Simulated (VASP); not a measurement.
# MoS2 (Fm-3m) in VASP: a series of runs

The runs below take MoS2 through single point, with LDA+U.

Everything below comes from runs of VASP 6.6.1. Logs are shortened: lines on timing, memory, paths and dates and some standing lists are left out, and cuts for length are marked.

### Step 1. The cell of the first run

The structure is cubic, space group Fm-3m (No. 225). Conventional cell: a = 5.992 Å, b = 5.992 Å, c = 5.992 Å, α = 90.00°, β = 90.00°, γ = 90.00°. Mo (site symmetry m-3m) has 8 S at 2.59 Å within 3.4 Å. Within 3.4 Å of S (site symmetry -43m) lie 4 Mo at 2.59 Å and 6 S at 3.00 Å.

### Step 2. Single point, LDA+U, collinear spin

The input, INCAR:

```
  ALGO = Normal
  EDIFF = 1E-6
  ENCUT = 500
  GGA = CA
  GGA_COMPAT = F
  ISIF = 2
  ISMEAR = 0
  ISPIN = 2
  LASPH = T
  LCHARG = F
  LDAU = T
  LDAUJ = 0.7 0
  LDAUL = 2 -1
  LDAUPRINT = 1
  LDAUTYPE = 1
  LDAUU = 3 0
  LMAXMIX = 4
  LORBIT = 11
  LREAL = F
  LWAVE = F
  MAGMOM = 2 0 0
  NBANDS = 24
  NELM = 200
  PREC = Accurate
  SIGMA = 0.05
```

The input, KPOINTS:

```
k-points
0
Gamma
  6 6 6
```

The input, POSCAR:

```
MoS2
1.0
    0.0000000000      2.9959514200      2.9959514200
    2.9959514200      0.0000000000      2.9959514200
    2.9959514200      2.9959514200      0.0000000000
Mo S
1 2
Direct
    0.0000000000      0.0000000000      0.0000000000
    0.2500000000      0.2500000000      0.2500000000
    0.7500000000      0.7500000000      0.7500000000
```

Potentials or basis: VASP PAW LDA potentials, release 64 (Mo_sv, S).

Command:

```sh
> cat potpaw_LDA.64/Mo_sv/POTCAR potpaw_LDA.64/S/POTCAR > POTCAR
> mpirun -np 1 vasp_std > vasp.out
```

OUTCAR:

```text
EDIFF = 1E-6
   ENCUT = 500
   GGA = CA
   ISIF = 2
   ISMEAR = 0
   ISPIN = 2
   LASPH = T
   LORBIT = 11
   LREAL = F
   NELM = 200
   PREC = Accurate

 ion  position               nearest neighbor table
   1  0.000  0.000  0.000-   3 2.59   3 2.59   3 2.59   2 2.59   2 2.59   2 2.59   3 2.59   2 2.59

   2  0.250  0.250  0.250-   1 2.59   1 2.59   1 2.59   1 2.59
   3  0.750  0.750  0.750-   1 2.59   1 2.59   1 2.59   1 2.59

  LATTYP: Found a face centered cubic cell.
 ALAT       =     5.9919028400

  Lattice vectors:

 A1 = (   0.0000000000,   2.9959514200,   2.9959514200)
 A2 = (   2.9959514200,   0.0000000000,   2.9959514200)
 A3 = (   2.9959514200,   2.9959514200,   0.0000000000)

Analysis of symmetry for initial positions (statically):
=====================================================================
 Subroutine PRICEL returns:
 Original cell was already a primitive cell.

 Routine SETGRP: Setting up the symmetry group for a
 face centered cubic supercell.

 Subroutine GETGRP returns: Found 48 space group operations
 (whereof 48 operations were pure point group operations)
 out of a pool of 48 trial point group operations.

The static configuration has the point symmetry O_h .

Analysis of symmetry for dynamics (positions and initial velocities):
=====================================================================
 Subroutine PRICEL returns:
 Original cell was already a primitive cell.

 Routine SETGRP: Setting up the symmetry group for a
 face centered cubic supercell.

 Subroutine GETGRP returns: Found 48 space group operations
 (whereof 48 operations were pure point group operations)
 out of a pool of 48 trial point group operations.

The dynamic configuration has the point symmetry O_h .

Analysis of structural, dynamic, and magnetic symmetry:
=====================================================================
 Subroutine PRICEL returns:
 Original cell was already a primitive cell.

 Routine SETGRP: Setting up the symmetry group for a
 face centered cubic supercell.

 Subroutine GETGRP returns: Found 48 space group operations
 (whereof 48 operations were pure point group operations)
 out of a pool of 48 trial point group operations.

The overall configuration has the point symmetry O_h .

 Subroutine INISYM returns: Found 48 space group operations
 (whereof 48 operations are pure point group operations),
 and found     1 'primitive' translations

----------------------------------------------------------------------------------------

                                     Primitive cell

  volume of cell :      53.7817

  direct lattice vectors                    reciprocal lattice vectors
     0.000000000  2.995951420  2.995951420    -0.166891892  0.166891892  0.166891892
     2.995951420  0.000000000  2.995951420     0.166891892 -0.166891892  0.166891892
     2.995951420  2.995951420  0.000000000     0.166891892  0.166891892 -0.166891892

  length of vectors
     4.236915130  4.236915130  4.236915130     0.289065236  0.289065236  0.289065236

  position of ions in fractional coordinates (direct lattice)
     0.000000000  0.000000000  0.000000000
     0.250000000  0.250000000  0.250000000
     0.750000000  0.750000000  0.750000000

  ion indices of the primitive-cell ions
   primitive index   ion index
                 1           1
                 2           2
                 3           3

----------------------------------------------------------------------------------------

 KPOINTS: k-points

Automatic generation of k-mesh.
 Grid dimensions read from file:
 generate k-points for:    6    6    6

 Generating k-lattice:

  Cartesian coordinates                     Fractional coordinates (reciprocal lattice)
    -0.027815315  0.027815315  0.027815315     0.166666667  0.000000000  0.000000000
     0.027815315 -0.027815315  0.027815315     0.000000000  0.166666667  0.000000000
     0.027815315  0.027815315 -0.027815315     0.000000000  0.000000000  0.166666667

  Length of vectors
     0.048177539  0.048177539  0.048177539

  Shift w.r.t. Gamma in fractional coordinates (k-lattice)
     0.000000000  0.000000000  0.000000000

 Subroutine IBZKPT returns following result:
 ===========================================

 Found     16 irreducible k-points:

 Following reciprocal coordinates:
            Coordinates               Weight
  0.000000  0.000000  0.000000      1.000000
  0.166667  0.000000  0.000000      8.000000
  0.333333  0.000000  0.000000      8.000000
  0.500000  0.000000  0.000000      4.000000
  0.166667  0.166667  0.000000      6.000000
  0.333333  0.166667  0.000000     24.000000
[... 8 lines left out ...]
 -0.333333  0.333333  0.166667     24.000000
 -0.333333  0.500000  0.166667     12.000000
   k-points           NKPTS =     16   k-points in BZ     NKDIM =     16   number of bands    NBANDS=     24
   number of dos      NEDOS =    301   number of ions     NIONS =      3
   total plane-waves  NPLWV =  32768
   dimension x,y,z NGX =    32 NGY =   32 NGZ =   32
   dimension x,y,z NGXF=    64 NGYF=   64 NGZF=   64
   ions per type =               1   2
   NGX,Y,Z   is equivalent  to a cutoff of  12.56, 12.56, 12.56 a.u.
   NGXF,Y,Z  is equivalent  to a cutoff of  25.11, 25.11, 25.11 a.u.
 SYSTEM =  unknown system
   PREC   = accura    normal or accurate (medium, high low for compatibility)
   ISTART =      0    job   : 0-new  1-cont  2-samecut
   ICHARG =      2    charge: 1-file 2-atom 10-const
   ISPIN  =      2    spin polarized calculation?
   LNONCOLLINEAR =      F non collinear calculations
   LSORBIT =      F    spin-orbit coupling
   LASPH  =      T    aspherical Exc in radial PAW
   ENCUT  =  500.0 eV  36.75 Ry    6.06 a.u.   7.72  7.72  7.72*2*pi/ulx,y,z
   NELM   =    200;   NELMIN=  2; NELMDL= -5     # of ELM steps
   EDIFF  = 0.1E-05   stopping-criterion for ELM
   LREAL  =      F    real-space projection
   EDIFFG = 0.1E-04   stopping-criterion for IOM
   NSW    =      0    number of steps for IOM
   IBRION =     -1    ionic relax: 0-MD 1-quasi-New 2-CG
   NFREE  =      0    steps in history (QN), initial steepest desc. (CG)
   ISIF   =      2    stress and relaxation
   ISYM   =      2    0-nonsym 1-usesym 2-fastsym
   POTIM  = 0.5000    time-step for ionic-motion
   TEBEG  =    0.0;   TEEND  =   0.0 temperature during run
   PSTRESS=    0.0 pullay stress
   NELECT =      26.0000    total number of electrons
   NUPDOWN=      -1.0000    fix difference up-down
   EMIN   =  10.00;   EMAX   =-10.00  energy-range for DOS
   EFERMI =   0.00;   METHOD = LEGACY
   ISMEAR =     0;   SIGMA  =   0.05  broadening in eV -4-tet -1-fermi 0-gaus
   EFERMI_NEDOS =   21; number of points for ismear=-14 and -15
   IALGO  =     38    algorithm
   IMIX   =      4    mixing-type and parameters
     AMIX     =   0.40;   BMIX     =  1.00
     AMIX_MAG =   1.60;   BMIX_MAG =  1.00
  volume/ion in A,a.u.               =      17.93       120.98
  Fermi-wavevector in a.u.,A,eV,Ry     =   1.284856  2.428026 22.461251  1.650855
  Thomas-Fermi vector in A             =   2.417025
   LORBIT       =     11    0 simple, 1 ext, 2 COOP (PROOUT), +10 PAW based schemes
 LDA+U is selected, type is set to LDAUTYPE =  1
   angular momentum for each species LDAUL =     2   -1
   U (eV)           for each species LDAUU =   3.0  0.0
   J (eV)           for each species LDAUJ =   0.7  0.0
   GGA     = CA    functional components
   LHFCALC =     F    Hartree Fock is set to
   AEXX    =    0.0000 exact exchange contribution
   IVDW    =     0    specifies the selected vdW correction
   LEPSILON=     F    determine dielectric tensor
   LRPA    =     F    only Hartree local field effects (RPA)
 spin polarized calculation
 Gauss-broadening in eV      SIGMA  =   0.05
  energy-cutoff  :      500.00
  volume of cell :       53.78
 maximum number of plane-waves:      1380
   NGX = 15   NGY = 15   NGZ = 15

atom =   1  type =  1  l = 2

 onsite density matrix

spin component  1

  0.3596 -0.0000 -0.0000 -0.0000  0.0000
 -0.0000  0.3596 -0.0000 -0.0000  0.0000
 -0.0000 -0.0000  0.7974  0.0000 -0.0000
 -0.0000 -0.0000  0.0000  0.3596 -0.0000
  0.0000  0.0000 -0.0000 -0.0000  0.7974

spin component  2

  0.3062 -0.0000  0.0000 -0.0000 -0.0000
 -0.0000  0.3062 -0.0000 -0.0000  0.0000
  0.0000 -0.0000  0.0843 -0.0000 -0.0000
 -0.0000 -0.0000 -0.0000  0.3062  0.0000
 -0.0000  0.0000 -0.0000  0.0000  0.0843

 occupancies and eigenvectors

  o =  0.0843  v =  0.0000  0.0000  0.0000  0.0000  0.0000  0.0000 -0.0000  0.9975 -0.0000 -0.0701      0.0000  0.0000  0.0000  0.0000  0.0000  0.0000  0.0000  0.0000  0.0000  0.0000
  o =  0.0843  v =  0.0000  0.0000  0.0000  0.0000  0.0000  0.0000  0.0000  0.0701 -0.0000  0.9975      0.0000  0.0000  0.0000  0.0000  0.0000  0.0000  0.0000  0.0000  0.0000  0.0000
  o =  0.3062  v =  0.0000  0.0000  0.0000  0.0000  0.0000  0.0000  0.9951  0.0000  0.0986 -0.0000      0.0000  0.0000  0.0000  0.0000  0.0000  0.0000  0.0000  0.0000  0.0000  0.0000
  o =  0.3062  v =  0.0000  0.0000  0.0000  0.0000  0.0000  0.0000  0.0986  0.0000 -0.9951  0.0000      0.0000  0.0000  0.0000  0.0000  0.0000  0.0000  0.0000  0.0000  0.0000  0.0000
  o =  0.3062  v =  0.0000  0.0000  0.0000  0.0000  0.0000  1.0000  0.0000  0.0000  0.0000  0.0000      0.0000  0.0000  0.0000  0.0000  0.0000  0.0000  0.0000  0.0000  0.0000  0.0000
  o =  0.3596  v =  0.0000  0.8921 -0.0000 -0.4518 -0.0000  0.0000  0.0000  0.0000  0.0000  0.0000      0.0000  0.0000  0.0000  0.0000  0.0000  0.0000  0.0000  0.0000  0.0000  0.0000
  o =  0.3596  v =  0.0000 -0.4518 -0.0000 -0.8921  0.0000  0.0000  0.0000  0.0000  0.0000  0.0000      0.0000  0.0000  0.0000  0.0000  0.0000  0.0000  0.0000  0.0000  0.0000  0.0000
  o =  0.3596  v =  1.0000  0.0000  0.0000  0.0000  0.0000  0.0000  0.0000  0.0000  0.0000  0.0000      0.0000  0.0000  0.0000  0.0000  0.0000  0.0000  0.0000  0.0000  0.0000  0.0000
  o =  0.7974  v =  0.0000 -0.0000  0.0006 -0.0000 -1.0000  0.0000  0.0000  0.0000  0.0000  0.0000      0.0000  0.0000  0.0000  0.0000  0.0000  0.0000  0.0000  0.0000  0.0000  0.0000
  o =  0.7974  v =  0.0000 -0.0000 -1.0000  0.0000 -0.0006  0.0000  0.0000  0.0000  0.0000  0.0000      0.0000  0.0000  0.0000  0.0000  0.0000  0.0000  0.0000  0.0000  0.0000  0.0000

 number of electron      26.0000003 magnetization       1.8676372

 Free energy of the ion-electron system (eV)
  ---------------------------------------------------
  ext. energy  EPLUGINS =         0.00000000
  ---------------------------------------------------
  free energy    TOTEN  =       -20.12242576 eV

  energy without entropy =      -20.11923209  energy(sigma->0) =      -20.12082892

 E-fermi :   8.0554     XC(G=0): -11.1816

 val. band max:        8.0421253204   @ k =  -0.3333   0.1667   0.0000
 cond. band min:       8.0566991133   @ k =  -0.1667   0.1667   0.0000
 fundamental gap:      0.0145737929
 Fermi energy:         8.0554061173

 spin component 1

 k-point     1 :       0.0000    0.0000    0.0000
  band No.  band energies     occupation
      1     -54.1131      1.00000
      2     -28.3801      1.00000
      3     -28.3801      1.00000
      4     -28.3801      1.00000
      5      -7.3632      1.00000
      6      -3.1519      1.00000
[... 421 lines left out ...]
     23      19.0521      0.00000
     24      20.7645      0.00000
 Fermi energy:         8.0554061173

 spin component 2

 k-point     1 :       0.0000    0.0000    0.0000
  band No.  band energies     occupation
      1     -53.1543      1.00000
      2     -27.3595      1.00000
      3     -27.3595      1.00000
      4     -27.3595      1.00000
      5      -7.2688      1.00000
      6      -3.1319      1.00000
[... 421 lines left out ...]
     23      19.2441      0.00000
     24      21.2253      0.00000

------------------------ aborting loop because EDIFF is reached ----------------------------------------

  FORCE on cell =-STRESS in cart. coord.  units (eV):
  Direction    XX          YY          ZZ          XY          YZ          ZX
  --------------------------------------------------------------------------------------
  -------------------------------------------------------------------------------------
  Total       -2.5507654     -2.5507654     -2.5507654     -0.0000000      0.0000000      0.0000000
  in kB      -75.9883126    -75.9883126    -75.9883126     -0.0000000      0.0000000      0.0000000
  external PRESSURE =     -75.9883126 kB  Pullay stress =       0.0000000 kB

 VOLUME and BASIS-vectors are now :
 -----------------------------------------------------------------------------
  energy-cutoff  :      500.00
  volume of cell :       53.78
      direct lattice vectors                 reciprocal lattice vectors
     0.000000000  2.995951420  2.995951420    -0.166891892  0.166891892  0.166891892
     2.995951420  0.000000000  2.995951420     0.166891892 -0.166891892  0.166891892
     2.995951420  2.995951420  0.000000000     0.166891892  0.166891892 -0.166891892

 POSITION                                       TOTAL-FORCE (eV/Angst)
 -----------------------------------------------------------------------------------
      0.00000      0.00000      0.00000         0.000000      0.000000      0.000000
      1.49798      1.49798      1.49798         0.000000      0.000000      0.000000
      4.49393      4.49393      4.49393        -0.000000     -0.000000     -0.000000
 -----------------------------------------------------------------------------------
    total drift:                                0.000000     -0.000000      0.000000

  FREE ENERGIE OF THE ION-ELECTRON SYSTEM (eV)
  ---------------------------------------------------
  free  energy   TOTEN  =       -20.1224257606 eV

  energy  without entropy=      -20.1192320874  energy(sigma->0) =      -20.12082892

 total charge

# of ion       s       p       d       tot
------------------------------------------
    1        2.256   6.147   3.717  12.120
    2        1.355   2.323   0.000   3.678
    3        1.355   2.323   0.000   3.678
--------------------------------------------------
tot          4.967  10.793   3.717  19.476

 magnetization (x)

# of ion       s       p       d       tot
------------------------------------------
    1        0.027   0.026   1.576   1.629
    2       -0.002  -0.011   0.000  -0.014
    3       -0.002  -0.011   0.000  -0.014
--------------------------------------------------
tot          0.023   0.003   1.576   1.602
```

It took 56 s on 1 thread of Intel Xeon 8259CL, shared host; peak memory 0.17 GiB.

What came out:

* Free energy: -20.1224 eV
* Pressure: -7.6 GPa
* Net moment: 1.87 μB per cell
* Site moments: Mo +1.63; S -0.01 μB
* Valence electrons inside the program's atomic spheres: Mo 12.12; S 3.68

Eigenvalues of the final occupation matrices:
```csv
site,spin,trace,eigenvalues
site 1 d,1,2.67,0.36 0.36 0.36 0.80 0.80
site 1 d,2,1.09,0.08 0.08 0.31 0.31 0.31
```

Caveat: the cell stands under tension.

### Step 3. Single point, LDA+U, collinear spin

The input, INCAR:

```
SYSTEM = MoS2
PREC     = Accurate       ! precision mode
ENCUT    = 500            ! plane-wave cutoff, eV
EDIFF    = 1E-6           ! SCF threshold, eV
ISMEAR   = 0              ! smearing method
SIGMA    = 0.05           ! smearing width, eV
LREAL    = .FALSE.        ! projectors in reciprocal space
LASPH    = .TRUE.         ! aspherical terms in the spheres
NELM     = 200            ! most SCF steps
ALGO     = Normal         ! electronic algorithm
ISIF     = 2              ! what is computed and relaxed
LWAVE    = .FALSE.        ! write WAVECAR
LCHARG   = .FALSE.        ! write CHGCAR
ISPIN    = 2              ! spin polarisation
MAGMOM   = 1.59 0 0       ! initial moments
LORBIT   = 11             ! projections on sites
LMAXMIX  = 4              ! l up to which the mixer works
LDAU     = .TRUE.         ! DFT+U
LDAUTYPE = 1            
LDAUL    = 2 -1           ! shell
LDAUU    = 3 0            ! U, eV
LDAUJ    = 0.7 0        
LDAUPRINT= 1            
GGA      = CA             ! functional
NBANDS   = 24             ! bands
GGA_COMPAT= .FALSE.
```

The input, KPOINTS:

```
regular mesh
0
G
  6 6 6
  0 0 0
```

POSCAR is that of step 2.

Potentials or basis: VASP PAW LDA potentials, release 64 (Mo_sv, S).

Command:

```sh
> cat potpaw_LDA.64/Mo_sv/POTCAR potpaw_LDA.64/S/POTCAR > POTCAR
> mpirun -np 1 vasp_std > vasp.out
```

Run time: 62 s. Hardware: 1 thread of Intel Xeon 8259CL, shared host; peak memory 0.17 GiB.

The run converged. Its results:

* Free energy: -20.1224 eV
* Pressure: -7.6 GPa
* Net moment: 1.87 μB per cell
* Site moments: Mo +1.63; S -0.01 μB
* Valence electrons inside the program's atomic spheres: Mo 12.12; S 3.68

Levels at points of the mesh, in eV from the Fermi level:
Spin up:
```tsv
k point	band 11	band 12	band 13	band 14	band 15	band 16	band 17	band 18
(0.00, 0.00, 0.00)	-2.91	-1.08	-1.08	-1.08	3.13	3.13	3.13	4.27
(0.50, 0.00, 0.00)	-3.38	-3.38	-2.27	-2.27	0.58	2.64	2.64	6.06
(0.50, 0.50, 0.00)	-3.02	-2.39	-2.21	0.31	0.65	2.55	2.55	4.23
```
Spin down:
```csv
k point,band 10,band 11,band 12,band 13,band 14,band 15
"(0.00, 0.00, 0.00)",-1.01,-1.01,-1.01,-0.21,-0.21,3.56
"(0.50, 0.00, 0.00)",-3.42,-3.27,-3.27,0.03,0.03,1.09
"(0.50, 0.50, 0.00)",-2.68,-2.68,-0.33,0.34,0.95,1.20
```

Eigenvalues of the final occupation matrices:
```tsv
site	spin	trace	eigenvalues
site 1 d	1	2.67	0.36 0.36 0.36 0.80 0.80
site 1 d	2	1.09	0.08 0.08 0.31 0.31 0.31
```

Caveat: the cell stands under tension.

(Continued in part 2 of 2.)
